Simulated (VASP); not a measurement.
Runs of VASP 6.6.1 on As. The structure is that of space group P6_3/mmc (No. 194), or close to it. The cells are those of the table. 

| cell | k mesh | gap on the mesh (eV) | pressure (GPa) |
| --- | --- | --- | --- |
| a = 3.211, b = 3.211, c = 4.897 Å, angles 90.0, 90.0, 120.0°, 2 atoms | 13 × 13 × 8 | none | -6.5 |
| a = 3.092, b = 3.092, c = 4.716 Å, angles 90.0, 90.0, 120.0°, 2 atoms | 13 × 13 × 8 | none | (c) |
| a = 3.173, b = 3.173, c = 4.838 Å, angles 90.0, 90.0, 120.0°, 2 atoms | 13 × 13 × 8 | none | -4.7 |
| a = 3.051, b = 3.051, c = 4.652 Å, angles 90.0, 90.0, 120.0°, 2 atoms | 13 × 13 × 8 | none | (b) |
| a = 3.008, b = 3.008, c = 4.586 Å, angles 90.0, 90.0, 120.0°, 2 atoms | 13 × 13 × 8 | none | 7.9 |
| a = 3.092, b = 3.092, c = 4.716 Å, angles 90.0, 90.0, 120.0°, 2 atoms | 19 × 19 × 11 | none | 0.2 |
| a = 3.133, b = 3.133, c = 4.778 Å, angles 90.0, 90.0, 120.0°, 2 atoms | 13 × 13 × 8 | none | -2.5 |
| a = 2.963, b = 2.963, c = 4.519 Å, angles 90.0, 90.0, 120.0°, 2 atoms | 13 × 13 × 8 | none | (a) |

Alike in all rows: task single point; level revPBE; potentials or basis VASP PAW PBE potentials, release 64 (As); no spin polarisation; cutoff (eV) 520; smearing fermi-dirac 0.1 eV.

Q: Estimate the missing entries.

A: (a) 13.1; (b) 3.7; (c) 0.3.

Caveats: the PAW data sets were made with another functional, which shifts forces and pressure a little.

A k mesh can miss the band edges, and the runs leave out spin-orbit coupling on As.

A gap of «none» marks levels without a gap at the run's occupations.
